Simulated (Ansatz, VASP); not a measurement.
B3Ir: VASP beside Ansatz

```
CELL_PARAMETERS angstrom
3.23567 0.00000 0.00000
0.00000 3.23567 0.00000
0.00000 0.00000 3.23567
ATOMIC_POSITIONS crystal
B 0.00000 0.50000 0.50000
B 0.50000 0.00000 0.50000
B 0.50000 0.50000 0.00000
Ir 0.00000 0.00000 0.00000
```

Change from the starting cell: species swapped into the Cu3Pd type (P4/mmm, No. 123).

Alike in both runs: functional PBE; k mesh 14 × 14 × 14; occupations gaussian, width 0.1 eV; no spin polarisation.

Ansatz relaxed the structure, and its values are those at the end. VASP's run is a single point on that final structure, the one shown.

```csv
,VASP,Ansatz
version,VASP 6.6.1,Ansatz 0.2.0
potentials or method,"VASP PAW PBE potentials, release 64 (B, Ir), cutoff 520 eV","scalar-relativistic, plane waves, PAW"
valence electrons in the cell,18,26
```

```csv
,VASP,Ansatz,Ansatz less VASP
gap on the k mesh at the Fermi level (eV),none,none,-
pressure (GPa),0.9,0.0,-0.90
```

A gap of «none» marks a metal or a gap that the smearing closes. VASP's potentials hold 18 valence electrons a cell and Ansatz's 26, so a difference there can come from the potentials and not from the codes.

Spin-orbit coupling is off throughout.
